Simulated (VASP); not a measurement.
# TiC (P1) in VASP: notebook

Runs on TiC. Level: PBE. Tasks: single point.

Everything below comes from runs of VASP 6.6.1. Logs are shortened: lines on timing, memory, paths and dates and some standing lists are left out, and cuts for length are marked.

**1. The cell of the first run**

The typed cell holds 2 atoms: a = 2.982 Å, b = 3.049 Å, c = 3.001 Å, α = 61.36°, β = 61.78°, γ = 60.70°.

**2. Single point, PBE**

Contents of INCAR:

```
PREC     = Accurate       # precision mode
ENCUT    = 520            # plane-wave cutoff, eV
EDIFF    = 1E-7           # SCF threshold, eV
ISMEAR   = -1             # smearing method
SIGMA    = 0.1            # smearing width, eV
LREAL    = False          # projectors in reciprocal space
LASPH    = True           # aspherical terms in the spheres
NELM     = 60             # most SCF steps
ALGO     = Normal         # electronic algorithm
ISIF     = 2              # what is computed and relaxed
LWAVE    = False          # write WAVECAR
LCHARG   = False          # write CHGCAR
GGA      = PE             # functional
NBANDS   = 15             # bands
```

Contents of KPOINTS:

```
Automatic mesh
0
Gamma
  6 6 6
```

Contents of POSCAR:

```
TiC
1.0
   -0.0248100000      2.0830400000      2.1335600000
    2.1483200000     -0.0539000000      2.1626500000
    2.1397300000      2.1035300000     -0.0453100000
Ti C
1 1
Direct
    0.9245822100      0.0028637218      0.0321272993
    0.4222100000      0.5576400000      0.5496500000
```

Potentials or basis: VASP PAW PBE potentials, release 64 (Ti_sv, C).

Command:

```bash
> cat potpaw_PBE.64/Ti_sv/POTCAR potpaw_PBE.64/C/POTCAR > POTCAR
> mpirun -np 1 vasp_std > vasp.out
```

OUTCAR:

```text
PREC = Accurate
   ENCUT = 520
   EDIFF = 1E-7
   ISMEAR = -1
   LREAL = False
   LASPH = True
   NELM = 60
   ISIF = 2
   GGA = PE

 ion  position               nearest neighbor table
   1  0.925  0.003  0.032-   2 2.01   2 2.07   2 2.10   2 2.15   2 2.29   2 2.31
   2  0.422  0.558  0.550-   1 2.01   1 2.07   1 2.10   1 2.15   1 2.29   1 2.31

  LATTYP: Found a triclinic cell.
 ALAT       =     2.9819036623
 B/A-ratio  =     1.0299929429
 C/A-ratio  =     1.0224372730
 COS(alpha) =     0.0067400169
 COS(beta)  =     0.4893237886
 COS(gamma) =     0.5087952795

  Lattice vectors:

 A1 = (  -0.0248100000,   2.0830400000,   2.1335600000)
 A2 = (  -2.1645400000,  -0.0204900000,   2.1788700000)
 A3 = (   2.1483200000,  -0.0539000000,   2.1626500000)

Analysis of symmetry for initial positions (statically):
=====================================================================
 Subroutine PRICEL returns:
 Original cell was already a primitive cell.

 Routine SETGRP: Setting up the symmetry group for a
 triclinic supercell.

 Subroutine GETGRP returns: Found  1 space group operations
 (whereof  1 operations were pure point group operations)
 out of a pool of  2 trial point group operations.

The static configuration has the point symmetry C_1 .

Analysis of symmetry for dynamics (positions and initial velocities):
=====================================================================
 Subroutine PRICEL returns:
 Original cell was already a primitive cell.

 Routine SETGRP: Setting up the symmetry group for a
 triclinic supercell.

 Subroutine GETGRP returns: Found  1 space group operations
 (whereof  1 operations were pure point group operations)
 out of a pool of  2 trial point group operations.

The dynamic configuration has the point symmetry C_1 .

 Subroutine INISYM returns: Found  1 space group operations
 (whereof  1 operations are pure point group operations),
 and found     1 'primitive' translations

----------------------------------------------------------------------------------------

                                     Primitive cell

  volume of cell :      19.8426

  direct lattice vectors                    reciprocal lattice vectors
    -0.024810000  2.083040000  2.133560000    -0.229141738  0.238115912  0.233558008
     2.148320000 -0.053900000  2.162650000     0.230937528 -0.230016689  0.227255631
     2.139730000  2.103530000 -0.045310000     0.232827171  0.233701032 -0.225459867

  length of vectors
     2.981903662  3.048809449  3.000889190     0.404665871  0.397347380  0.399570789

  position of ions in fractional coordinates (direct lattice)
     0.924582210  0.002863722  0.032127299
     0.422210000  0.557640000  0.549650000

  ion indices of the primitive-cell ions
   primitive index   ion index
                 1           1
                 2           2

----------------------------------------------------------------------------------------

 KPOINTS: Automatic mesh

Automatic generation of k-mesh.
 Grid dimensions read from file:
 generate k-points for:    6    6    6

 Generating k-lattice:

  Cartesian coordinates                     Fractional coordinates (reciprocal lattice)
    -0.038190290  0.039685985  0.038926335     0.166666667 -0.000000000 -0.000000000
     0.038489588 -0.038336115  0.037875938    -0.000000000  0.166666667  0.000000000
     0.038804528  0.038950172 -0.037576645     0.000000000  0.000000000  0.166666667

  Length of vectors
     0.067444312  0.066224563  0.066595132

  Shift w.r.t. Gamma in fractional coordinates (k-lattice)
     0.000000000  0.000000000  0.000000000

 Subroutine IBZKPT returns following result:
 ===========================================

 Found    112 irreducible k-points:

 Following reciprocal coordinates:
            Coordinates               Weight
  0.000000  0.000000  0.000000      1.000000
  0.166667  0.000000 -0.000000      2.000000
  0.333333  0.000000  0.000000      2.000000
  0.500000  0.000000 -0.000000      1.000000
  0.000000  0.166667  0.000000      2.000000
  0.166667  0.166667  0.000000      2.000000
[... 16 lines left out ...]
  0.333333  0.000000  0.166667      2.000000
  0.500000  0.000000  0.166667      2.000000
 [... further k-points ...]
   k-points           NKPTS =    112   k-points in BZ     NKDIM =    112   number of bands    NBANDS=     15
   number of dos      NEDOS =    301   number of ions     NIONS =      2
   total plane-waves  NPLWV =  13824
   dimension x,y,z NGX =    24 NGY =   24 NGZ =   24
   dimension x,y,z NGXF=    48 NGYF=   48 NGZF=   48
   ions per type =               1   1
   NGX,Y,Z   is equivalent  to a cutoff of  13.38, 13.09, 13.30 a.u.
   NGXF,Y,Z  is equivalent  to a cutoff of  26.76, 26.17, 26.59 a.u.
 SYSTEM =  unknown system
   PREC   = accura    normal or accurate (medium, high low for compatibility)
   ISTART =      0    job   : 0-new  1-cont  2-samecut
   ICHARG =      2    charge: 1-file 2-atom 10-const
   ISPIN  =      1    spin polarized calculation?
   LNONCOLLINEAR =      F non collinear calculations
   LSORBIT =      F    spin-orbit coupling
   LASPH  =      T    aspherical Exc in radial PAW
   ENCUT  =  520.0 eV  38.22 Ry    6.18 a.u.   5.54  5.67  5.58*2*pi/ulx,y,z
   NELM   =     60;   NELMIN=  2; NELMDL= -5     # of ELM steps
   EDIFF  = 0.1E-06   stopping-criterion for ELM
   LREAL  =      F    real-space projection
   EDIFFG = 0.1E-05   stopping-criterion for IOM
   NSW    =      0    number of steps for IOM
   IBRION =     -1    ionic relax: 0-MD 1-quasi-New 2-CG
   NFREE  =      0    steps in history (QN), initial steepest desc. (CG)
   ISIF   =      2    stress and relaxation
   ISYM   =      2    0-nonsym 1-usesym 2-fastsym
   POTIM  = 0.5000    time-step for ionic-motion
   TEBEG  =    0.0;   TEEND  =   0.0 temperature during run
   PSTRESS=    0.0 pullay stress
   NELECT =      16.0000    total number of electrons
   NUPDOWN=      -1.0000    fix difference up-down
   EMIN   =  10.00;   EMAX   =-10.00  energy-range for DOS
   EFERMI =   0.00;   METHOD = LEGACY
   ISMEAR =    -1;   SIGMA  =   0.10  broadening in eV -4-tet -1-fermi 0-gaus
   EFERMI_NEDOS =   21; number of points for ismear=-14 and -15
   IALGO  =     38    algorithm
   IMIX   =      4    mixing-type and parameters
     AMIX     =   0.40;   BMIX     =  1.00
     AMIX_MAG =   1.60;   BMIX_MAG =  1.00
  volume/ion in A,a.u.               =       9.92        66.95
  Fermi-wavevector in a.u.,A,eV,Ry     =   1.523757  2.879483 31.590479  2.321835
  Thomas-Fermi vector in A             =   2.632157
   LORBIT       =      0    0 simple, 1 ext, 2 COOP (PROOUT), +10 PAW based schemes
   GGA     = PE    functional components
[... 5 lines left out ...]
 non-spin polarized calculation
  energy-cutoff  :      520.00
  volume of cell :       19.84
 maximum number of plane-waves:       544
 NGX is ok and might be reduce to    24
   NGX = 11   NGY = 11   NGZ = 11

 number of electron      15.9999999 magnetization

 Free energy of the ion-electron system (eV)
  ---------------------------------------------------
  ext. energy  EPLUGINS =         0.00000000
  ---------------------------------------------------
  free energy    TOTEN  =       -18.50681695 eV

  energy without entropy =      -18.50072023  energy(sigma->0) =      -18.50376859

 E-fermi :   9.8077     XC(G=0): -12.8005

 val. band max:        9.7659670171   @ k =   0.0000   0.0000   0.0000
 cond. band min:       9.8736100116   @ k =   0.0000   0.3333   0.3333
 fundamental gap:      0.1076429945
 Fermi energy:         9.8077238522

 k-point     1 :       0.0000    0.0000    0.0000
  band No.  band energies     occupation
      1     -46.8154      2.00000
      2     -22.8511      2.00000
      3     -22.8343      2.00000
      4     -22.8117      2.00000
      5      -2.7828      2.00000
      6       9.4802      1.92717
      7       9.7660      1.20580
      8       9.9863      0.28730
      9      10.2998      0.01448
     10      11.1654      0.00000
     11      12.3912      0.00000
     12      12.7405      0.00000
     13      13.0510      0.00000
     14      20.3660      0.00000
     15      23.7043      0.00000

 k-point     2 :       0.1667    0.0000   -0.0000
  band No.  band energies     occupation
      1     -46.7945      2.00000
      2     -22.9733      2.00000
      3     -22.8631      2.00000
      4     -22.8333      2.00000
      5      -2.1498      2.00000
      6       7.8460      2.00000
      7       8.6288      1.99998
      8       9.3410      1.98138
      9      10.7962      0.00010
     10      10.9675      0.00002
     11      12.0392      0.00000
     12      14.6246      0.00000
     13      15.0659      0.00000
     14      21.0977      0.00000
     15      23.9849      0.00000

 k-point     3 :       0.3333    0.0000    0.0000
  band No.  band energies     occupation
      1     -46.7523      2.00000
      2     -23.2523      2.00000
      3     -22.8917      2.00000
      4     -22.8610      2.00000
      5      -0.5422      2.00000
      6       5.4180      2.00000
      7       7.1720      2.00000
      8       7.6467      2.00000
      9      11.8486      0.00000
     10      12.0187      0.00000
     11      12.9867      0.00000
     12      16.6915      0.00000
     13      17.0296      0.00000
     14      20.1257      0.00000
     15      25.3450      0.00000
[... 343 lines left out ...]
 k-point    23 :       0.3333    0.0000    0.1667
  band No.  band energies     occupation
      1     -46.7510      2.00000
      2     -23.1708      2.00000
      3     -22.9296      2.00000
      4     -22.9095      2.00000
      5      -0.8278      2.00000
      6       5.8558      2.00000
      7       7.3375      2.00000
      8       8.7213      1.99996
      9      10.2742      0.01867
     10      12.2533      0.00000
     11      13.3429      0.00000
     12      15.2474      0.00000
     13      16.6886      0.00000
     14      21.9359      0.00000
     15      24.4608      0.00000

 k-point    24 :       0.5000    0.0000    0.1667
  band No.  band energies     occupation
      1     -46.7237      2.00000
      2     -23.3306      2.00000
      3     -22.9582      2.00000
      4     -22.9343      2.00000
      5       0.4332      2.00000
      6       4.5354      2.00000
      7       6.5936      2.00000
      8       7.5790      2.00000
      9      11.5675      0.00000
     10      12.8112      0.00000
     11      13.8157      0.00000
     12      16.3944      0.00000
     13      16.9905      0.00000
     14      20.6608      0.00000
     15      23.8653      0.00000

 [... further k-points ...]

------------------------ aborting loop because EDIFF is reached ----------------------------------------

  FORCE on cell =-STRESS in cart. coord.  units (eV):
  Direction    XX          YY          ZZ          XY          YZ          ZX
  --------------------------------------------------------------------------------------
  -------------------------------------------------------------------------------------
  Total        1.6467085      1.6795276      0.8537203      0.2359324      0.6918565     -0.1374167
  in kB      132.9626815    135.6126488     68.9332331     19.0502443     55.8636220    -11.0956472
  external PRESSURE =     112.5028545 kB  Pullay stress =       0.0000000 kB

 VOLUME and BASIS-vectors are now :
 -----------------------------------------------------------------------------
  energy-cutoff  :      520.00
  volume of cell :       19.84
      direct lattice vectors                 reciprocal lattice vectors
    -0.024810000  2.083040000  2.133560000    -0.229141738  0.238115912  0.233558008
     2.148320000 -0.053900000  2.162650000     0.230937528 -0.230016689  0.227255631
     2.139730000  2.103530000 -0.045310000     0.232827171  0.233701032 -0.225459867

 POSITION                                       TOTAL-FORCE (eV/Angst)
 -----------------------------------------------------------------------------------
      0.05196      1.99337      1.97739         1.431264      0.218414      0.920321
      2.36362      2.00563      2.08189        -1.431264     -0.218414     -0.920321
 -----------------------------------------------------------------------------------
    total drift:                                0.000065     -0.000059      0.000044

  FREE ENERGIE OF THE ION-ELECTRON SYSTEM (eV)
  ---------------------------------------------------
  free  energy   TOTEN  =       -18.5068169482 eV

  energy  without entropy=      -18.5007202253  energy(sigma->0) =      -18.50376859
```

Wall time 22 s (1 thread of Intel Xeon Platinum 8259CL at 2.50GHz (Skylake/Cascade Lake), shared host); peak memory 0.16 GiB.

Results:

```
Free energy            : -18.5068 eV
Pressure               : 11.3 GPa
Largest force          : 1.716 eV/Å
Band gap on the k mesh : zero (band 8 reaches 9.99 eV, above the bottom of band 9 at 9.87 eV)
```

Forces in eV/Å, atoms in the order of the input:
```
Ti   1.431  0.218  0.920
C   -1.431 -0.218 -0.920
```

Stress tensor (GPa, compression positive):
```
13.30  1.91 -1.11
 1.91 13.56  5.59
-1.11  5.59  6.89
```

Caveat: the k points lie up to 0.42 Å⁻¹ apart; forces of over 1 eV/Å act on the atoms, so gaps and moduli don't describe the material at rest.

**3. Single point, PBE**

Contents of INCAR:

```
  PREC = Accurate
  ENCUT = 520
  EDIFF = 1E-7
  ISMEAR = -1
  SIGMA = 0.1
  LREAL = F
  LASPH = T
  NELM = 80
  ALGO = Normal
  ISIF = 2
  LWAVE = F
  LCHARG = F
  GGA = PE
  NBANDS = 15
```

Contents of KPOINTS:

```
regular mesh
0
Gamma
  6 6 6
```

POSCAR, as its differences from that of step 2:

```diff
@@ -8,3 +8,3 @@
 Direct
-    0.9245822100      0.0028637218      0.0321272993
+    0.9210788398     -0.0005451126      0.0355091973
     0.4222100000      0.5576400000      0.5496500000
```

Potentials or basis: VASP PAW PBE potentials, release 64 (Ti_sv, C).

Command:

```bash
> cat potpaw_PBE.64/Ti_sv/POTCAR potpaw_PBE.64/C/POTCAR > POTCAR
> mpirun -np 1 vasp_std > vasp.out
```

Wall time 22 s (1 thread of Intel Xeon Platinum 8259CL at 2.50GHz (Skylake/Cascade Lake), shared host); peak memory 0.16 GiB.

The run converged. Its results:

```
Free energy   : -18.4920 eV
Pressure      : 11.6 GPa
Largest force : 1.780 eV/Å
```

Forces on the atoms (eV/Å):
```
Ti   1.422  0.211  1.049
C   -1.422 -0.211 -1.049
```

Stress tensor (GPa, compression positive):
```
13.43  1.94 -1.34
 1.94 13.45  5.53
-1.34  5.53  8.03
```

Levels at points of the mesh, in eV from the Fermi level:
```csv
k point,band 6,band 7,band 8,band 9,band 10,band 11
"(0.00, 0.00, 0.00)",-0.38,-0.10,0.12,0.48,1.35,2.63
"(0.50, 0.00, 0.00)",-6.03,-3.17,-2.74,2.73,2.90,4.18
"(0.00, 0.50, 0.00)",-6.03,-3.13,-2.74,2.69,2.90,4.10
"(0.50, 0.50, 0.00)",-3.63,-2.31,-0.28,0.63,2.94,3.44
"(0.00, 0.00, 0.50)",-6.03,-3.03,-2.68,2.66,2.89,4.08
"(0.50, 0.00, 0.50)",-3.44,-2.55,-0.56,0.80,3.03,3.49
"(0.00, 0.50, 0.50)",-3.52,-2.18,-0.37,0.51,2.86,3.43
"(0.50, 0.50, 0.50)",-6.00,-3.37,-3.24,2.90,3.03,4.31
```

Caveat: the k points lie up to 0.42 Å⁻¹ apart; forces of over 1 eV/Å act on the atoms, so gaps and moduli don't describe the material at rest.
